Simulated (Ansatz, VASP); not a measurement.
One calculation of CaBr, two programs

The input INCAR:

```
  PREC = Accurate
  ENCUT = 520
  EDIFF = 1E-6
  ISMEAR = 0
  SIGMA = 0.1
  LREAL = F
  LASPH = T
  NELM = 80
  ALGO = Normal
  ISIF = 2
  LWAVE = F
  LCHARG = T
  GGA = PS
  LELF = T
  LVHAR = T
  NBANDS = 25
```

KPOINTS

```
Automatic mesh
0
Gamma
  12 12 6
```

POSCAR

```
CaBr
1.0
    4.0676072348      0.0000000000      0.0000000000
   -2.0338036173      3.5226511979      0.0000000000
    0.0000000000      0.0000000000     10.5034452297
Ca Br
2 2
Direct
    0.3333333300      0.6666666700      0.3663594714
    0.6666666700      0.3333333300      0.8663594714
    0.3333333300      0.6666666700      0.0086405286
    0.6666666700      0.3333333300      0.5086405286
```

Input for Ansatz:

```yaml
crystal:
  lattice:
    - [4.0676072348, 0.0, 0.0]
    - [-2.0338036173, 3.5226511979, 0.0]
    - [0.0, 0.0, 10.5034452297]
  atoms:
    - { symbol: Ca, position: [0.33333333, 0.66666667, 0.3663594714] }
    - { symbol: Ca, position: [0.66666667, 0.33333333, 0.8663594714] }
    - { symbol: Br, position: [0.33333333, 0.66666667, 0.0086405286] }
    - { symbol: Br, position: [0.66666667, 0.33333333, 0.5086405286] }
basis:
  ecutwfc: 420
kpoints:
  mp_grid: { grid: [12, 12, 6] }
hamiltonian:
  xc: pbesol
scf:
  occupations: { method: gaussian, width: 0.1 }
output:
  forces: true
  stress: true
  eigenvalues: true
  populations: true
```

Alike in both runs: task single point; functional PBEsol; k mesh 12 × 12 × 6; occupations gaussian, width 0.1 eV; no spin polarisation.

```csv
,VASP,Ansatz
version,VASP 6.6.1,Ansatz 0.2.0
potentials or method,"VASP PAW PBE potentials, release 64 (Ca_sv, Br), cutoff 520 eV","scalar-relativistic, plane waves, PAW"
valence electrons in the cell,34,34
```

```tsv
	VASP	Ansatz	Ansatz less VASP
gap on the k mesh at the Fermi level (eV)	none	none	-
pressure (GPa)	1.8	1.7	-0.08
traceless stress, the component that is largest in VASP (GPa)	0.15	0.18	+0.025
rms of the force components (eV/Å)	0.530	0.516	-0.0146
```

VASP's potentials were made for PBE, not for PBEsol. Atom by atom the forces differ by 0.015 eV/Å (rms over components). A gap of «none» marks a metal or a gap that the smearing closes.
